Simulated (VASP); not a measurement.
# LiH (Fm-3m) in VASP: single point with PBE

Aim: the single point of LiH with PBE.

Everything below comes from runs of VASP 6.6.1. Logs are shortened: lines on timing, memory, paths and dates and some standing lists are left out, and cuts for length are marked.

**1. The cell of the first run**

The structure is cubic, space group Fm-3m (No. 225). The conventional cell has a = 4.073 Å, b = 4.073 Å, c = 4.073 Å, α = 90.00°, β = 90.00°, γ = 90.00°. Li (site symmetry m-3m) has 6 H at 2.04 Å within 2.7 Å. Within 2.7 Å of H (site symmetry m-3m) lie 6 Li at 2.04 Å.

**2. Single point, PBE**

INCAR reads:

```
PREC = Accurate ; ENCUT = 520
EDIFF = 1E-7 ; ISMEAR = 0
SIGMA = 0.01 ; LREAL = F
LASPH = T ; NELM = 80
ALGO = Normal ; ISIF = 2
LWAVE = F ; LCHARG = T
GGA = PE ; LELF = T
LVHAR = T ; NBANDS = 9
```

KPOINTS reads:

```
regular mesh
0
Gamma
  6 6 6
```

POSCAR reads:

```
LiH
1.0
    2.8803990000      0.0000000000      0.0000000000
    1.4401995000      2.4944987070      0.0000000000
    1.4401995000      0.8314995690      2.3518359352
Li H
1 1
Direct
    0.0000000000      0.0000000000      0.0000000000
    0.5000000000      0.5000000000      0.5000000000
```

Potentials or basis: VASP PAW PBE potentials, release 64 (Li_sv, H).

On the command line:

```sh
$ cat potpaw_PBE.64/Li_sv/POTCAR potpaw_PBE.64/H/POTCAR > POTCAR
$ mpirun -np 1 vasp_std > vasp.out
```

OUTCAR:

```text
PREC = Accurate
   ENCUT = 520
   EDIFF = 1E-7
   ISMEAR = 0
   LREAL = F
   LASPH = T
   NELM = 80
   ISIF = 2
   GGA = PE

 ion  position               nearest neighbor table
   1  0.000  0.000  0.000-
   2  0.500  0.500  0.500-

  LATTYP: Found a face centered cubic cell.
 ALAT       =     4.0734993308

  Lattice vectors:

 A1 = (   2.8803990000,   0.0000000000,   0.0000000000)
 A2 = (   1.4401995000,   2.4944987070,   0.0000000000)
 A3 = (   1.4401995000,   0.8314995690,   2.3518359352)

Analysis of symmetry for initial positions (statically):
=====================================================================
 Subroutine PRICEL returns:
 Original cell was already a primitive cell.

 Routine SETGRP: Setting up the symmetry group for a
 face centered cubic supercell.

 Subroutine GETGRP returns: Found 48 space group operations
 (whereof 48 operations were pure point group operations)
 out of a pool of 48 trial point group operations.

The static configuration has the point symmetry O_h .

Analysis of symmetry for dynamics (positions and initial velocities):
=====================================================================
 Subroutine PRICEL returns:
 Original cell was already a primitive cell.

 Routine SETGRP: Setting up the symmetry group for a
 face centered cubic supercell.

 Subroutine GETGRP returns: Found 48 space group operations
 (whereof 48 operations were pure point group operations)
 out of a pool of 48 trial point group operations.

The dynamic configuration has the point symmetry O_h .

 Subroutine INISYM returns: Found 48 space group operations
 (whereof 48 operations are pure point group operations),
 and found     1 'primitive' translations

----------------------------------------------------------------------------------------

                                     Primitive cell

  volume of cell :      16.8983

  direct lattice vectors                    reciprocal lattice vectors
     2.880399000  0.000000000  0.000000000     0.347174124 -0.200441074 -0.141733243
     1.440199500  2.494498707  0.000000000     0.000000000  0.400882148 -0.141733243
     1.440199500  0.831499569  2.351835935     0.000000000  0.000000000  0.425199728

  length of vectors
     2.880399000  2.880399000  2.880399000     0.425199728  0.425199728  0.425199728

  position of ions in fractional coordinates (direct lattice)
[... 8 lines left out ...]
----------------------------------------------------------------------------------------

 KPOINTS: regular mesh

Automatic generation of k-mesh.
 Grid dimensions read from file:
 generate k-points for:    6    6    6

 Generating k-lattice:

  Cartesian coordinates                     Fractional coordinates (reciprocal lattice)
     0.057862354 -0.033406846 -0.023622207     0.166666667  0.000000000  0.000000000
     0.000000000  0.066813691 -0.023622207     0.000000000  0.166666667  0.000000000
     0.000000000  0.000000000  0.070866621     0.000000000  0.000000000  0.166666667

  Length of vectors
     0.070866621  0.070866621  0.070866621

  Shift w.r.t. Gamma in fractional coordinates (k-lattice)
     0.000000000  0.000000000  0.000000000

 Subroutine IBZKPT returns following result:
 ===========================================

 Found     16 irreducible k-points:

 Following reciprocal coordinates:
            Coordinates               Weight
  0.000000  0.000000  0.000000      1.000000
  0.166667  0.000000  0.000000      8.000000
  0.333333  0.000000  0.000000      8.000000
  0.500000  0.000000  0.000000      4.000000
  0.166667  0.166667  0.000000      6.000000
  0.333333  0.166667  0.000000     24.000000
[... 8 lines left out ...]
 -0.333333  0.333333  0.166667     24.000000
 -0.333333  0.500000  0.166667     12.000000
   k-points           NKPTS =     16   k-points in BZ     NKDIM =     16   number of bands    NBANDS=      9
   number of dos      NEDOS =    301   number of ions     NIONS =      2
   total plane-waves  NPLWV =  13824
   dimension x,y,z NGX =    24 NGY =   24 NGZ =   24
   dimension x,y,z NGXF=    48 NGYF=   48 NGZF=   48
   ions per type =               1   1
   NGX,Y,Z   is equivalent  to a cutoff of  13.85, 13.85, 13.85 a.u.
   NGXF,Y,Z  is equivalent  to a cutoff of  27.70, 27.70, 27.70 a.u.
 SYSTEM =  unknown system
   PREC   = accura    normal or accurate (medium, high low for compatibility)
   ISTART =      0    job   : 0-new  1-cont  2-samecut
   ICHARG =      2    charge: 1-file 2-atom 10-const
   ISPIN  =      1    spin polarized calculation?
   LNONCOLLINEAR =      F non collinear calculations
   LSORBIT =      F    spin-orbit coupling
   LASPH  =      T    aspherical Exc in radial PAW
   ENCUT  =  520.0 eV  38.22 Ry    6.18 a.u.   5.36  5.36  5.36*2*pi/ulx,y,z
   NELM   =     80;   NELMIN=  2; NELMDL= -5     # of ELM steps
   EDIFF  = 0.1E-06   stopping-criterion for ELM
   LREAL  =      F    real-space projection
   EDIFFG = 0.1E-05   stopping-criterion for IOM
   NSW    =      0    number of steps for IOM
   IBRION =     -1    ionic relax: 0-MD 1-quasi-New 2-CG
   NFREE  =      0    steps in history (QN), initial steepest desc. (CG)
   ISIF   =      2    stress and relaxation
   ISYM   =      2    0-nonsym 1-usesym 2-fastsym
   POTIM  = 0.5000    time-step for ionic-motion
   TEBEG  =    0.0;   TEEND  =   0.0 temperature during run
   PSTRESS=    0.0 pullay stress
   NELECT =       4.0000    total number of electrons
   NUPDOWN=      -1.0000    fix difference up-down
   EMIN   =  10.00;   EMAX   =-10.00  energy-range for DOS
   EFERMI =   0.00;   METHOD = LEGACY
   ISMEAR =     0;   SIGMA  =   0.01  broadening in eV -4-tet -1-fermi 0-gaus
   EFERMI_NEDOS =   21; number of points for ismear=-14 and -15
   IALGO  =     38    algorithm
   IMIX   =      4    mixing-type and parameters
     AMIX     =   0.40;   BMIX     =  1.00
     AMIX_MAG =   1.60;   BMIX_MAG =  1.00
  volume/ion in A,a.u.               =       8.45        57.02
  Fermi-wavevector in a.u.,A,eV,Ry     =   1.012699  1.913724 13.953589  1.025560
  Thomas-Fermi vector in A             =   2.145824
   LORBIT       =      0    0 simple, 1 ext, 2 COOP (PROOUT), +10 PAW based schemes
   GGA     = PE    functional components
   LHFCALC =     F    Hartree Fock is set to
   AEXX    =    0.0000 exact exchange contribution
   IVDW    =     0    specifies the selected vdW correction
   LEPSILON=     F    determine dielectric tensor
   LRPA    =     F    only Hartree local field effects (RPA)
 non-spin polarized calculation
 Gauss-broadening in eV      SIGMA  =   0.01
  energy-cutoff  :      520.00
  volume of cell :       16.90
 maximum number of plane-waves:       468
 NGX is ok and might be reduce to    24
   NGX = 11   NGY = 11   NGZ = 11

 number of electron       3.9999999 magnetization

 Free energy of the ion-electron system (eV)
  ---------------------------------------------------
  ext. energy  EPLUGINS =         0.00000000
  ---------------------------------------------------
  free energy    TOTEN  =        -6.12186098 eV

  energy without entropy =       -6.12186098  energy(sigma->0) =       -6.12186098

 E-fermi :   0.0850     XC(G=0):  -8.3569

 val. band max:       -0.1263776530   @ k =   0.5000   0.5000   0.0000
 cond. band min:       2.8847162779   @ k =   0.5000   0.5000   0.0000
 fundamental gap:      3.0110939309
 Fermi energy:         0.0850281222

 k-point     1 :       0.0000    0.0000    0.0000
  band No.  band energies     occupation
      1     -44.4698      2.00000
      2      -5.3777      2.00000
      3      15.3477      0.00000
      4      17.2766      0.00000
      5      17.2766      0.00000
      6      17.2766      0.00000
      7      21.9051      0.00000
      8      21.9051      0.00000
      9      21.9051      0.00000

 k-point     2 :       0.1667    0.0000    0.0000
  band No.  band energies     occupation
      1     -44.4602      2.00000
      2      -4.9008      2.00000
      3      11.9996      0.00000
      4      15.4025      0.00000
      5      16.4916      0.00000
      6      16.4917      0.00000
      7      21.7694      0.00000
      8      23.0857      0.00000
      9      23.0857      0.00000

 k-point     3 :       0.3333    0.0000    0.0000
  band No.  band energies     occupation
      1     -44.4410      2.00000
      2      -3.6187      2.00000
      3       7.0107      0.00000
      4      13.7422      0.00000
      5      15.8889      0.00000
      6      15.8890      0.00000
      7      19.9312      0.00000
      8      19.9312      0.00000
      9      24.1868      0.00000

 k-point     4 :       0.5000    0.0000    0.0000
  band No.  band energies     occupation
      1     -44.4313      2.00000
      2      -2.6201      2.00000
      3       4.6790      0.00000
      4      13.1244      0.00000
      5      15.9382      0.00000
      6      15.9382      0.00000
      7      18.4754      0.00000
      8      18.4754      0.00000
      9      26.3240      0.00000
[... 109 lines left out ...]
 k-point    14 :       0.5000    0.3333    0.1667
  band No.  band energies     occupation
      1     -44.4285      2.00000
      2      -2.2728      2.00000
      3       6.8818      0.00000
      4       7.7745      0.00000
      5      12.4030      0.00000
      6      16.6276      0.00000
      7      20.1610      0.00000
      8      24.3279      0.00000
      9      28.1221      0.00000

 k-point    15 :      -0.3333    0.3333    0.1667
  band No.  band energies     occupation
      1     -44.4222      2.00000
      2      -1.1542      2.00000
      3       4.9852      0.00000
      4       6.8294      0.00000
      5      11.9773      0.00000
      6      16.3262      0.00000
      7      23.0645      0.00000
      8      24.8004      0.00000
      9      26.6511      0.00000

 k-point    16 :      -0.3333    0.5000    0.1667
  band No.  band energies     occupation
      1     -44.4193      2.00000
      2      -0.2837      2.00000
      3       3.8716      0.00000
      4       6.7929      0.00000
      5      11.0784      0.00000
      6      16.8294      0.00000
      7      19.1974      0.00000
      8      27.9809      0.00000
      9      28.1017      0.00000

------------------------ aborting loop because EDIFF is reached ----------------------------------------

  FORCE on cell =-STRESS in cart. coord.  units (eV):
  Direction    XX          YY          ZZ          XY          YZ          ZX
  --------------------------------------------------------------------------------------
  -------------------------------------------------------------------------------------
  Total       -0.1941095     -0.1941095     -0.1941095     -0.0000000      0.0000000     -0.0000000
  in kB      -18.4040932    -18.4040932    -18.4040932     -0.0000000      0.0000000     -0.0000000
  external PRESSURE =     -18.4040932 kB  Pullay stress =       0.0000000 kB

 VOLUME and BASIS-vectors are now :
 -----------------------------------------------------------------------------
  energy-cutoff  :      520.00
  volume of cell :       16.90
      direct lattice vectors                 reciprocal lattice vectors
     2.880399000  0.000000000  0.000000000     0.347174124 -0.200441074 -0.141733243
     1.440199500  2.494498707  0.000000000     0.000000000  0.400882148 -0.141733243
     1.440199500  0.831499569  2.351835935     0.000000000  0.000000000  0.425199728

 POSITION                                       TOTAL-FORCE (eV/Angst)
 -----------------------------------------------------------------------------------
      0.00000      0.00000      0.00000         0.000000      0.000000      0.000000
      2.88040      1.66300      1.17592        -0.000000     -0.000000      0.000000
 -----------------------------------------------------------------------------------
    total drift:                               -0.000000      0.000000      0.000000

  FREE ENERGIE OF THE ION-ELECTRON SYSTEM (eV)
  ---------------------------------------------------
  free  energy   TOTEN  =        -6.1218609804 eV

  energy  without entropy=       -6.1218609804  energy(sigma->0) =       -6.12186098
```

Run time: 3.8 s. Hardware: 1 thread of Intel Xeon Platinum 8259CL at 2.50GHz (Skylake/Cascade Lake), shared host; peak memory 0.13 GiB.

Results:

- Free energy: -6.1219 eV
- Band gap on the k mesh: 3.01 eV, direct

Levels at points of the mesh, in eV from the valence-band top:
```csv
k point,band 1,band 2,band 3,band 4,band 5,band 6,band 7
"(0.00, 0.00, 0.00)",-44.34,-5.25,15.47,17.40,17.40,17.40,22.03
"(0.50, 0.00, 0.00)",-44.30,-2.49,4.81,13.25,16.06,16.06,18.60
"(0.50, 0.50, 0.00)",-44.29,0.00,3.01,10.58,10.58,13.68,16.60
```

Caveat: the k points lie up to 0.45 Å⁻¹ apart; the cutoff is under 1.25 times the usual one of these potentials, so pressure, stress and relaxed cells hold a basis-set (Pulay) error.
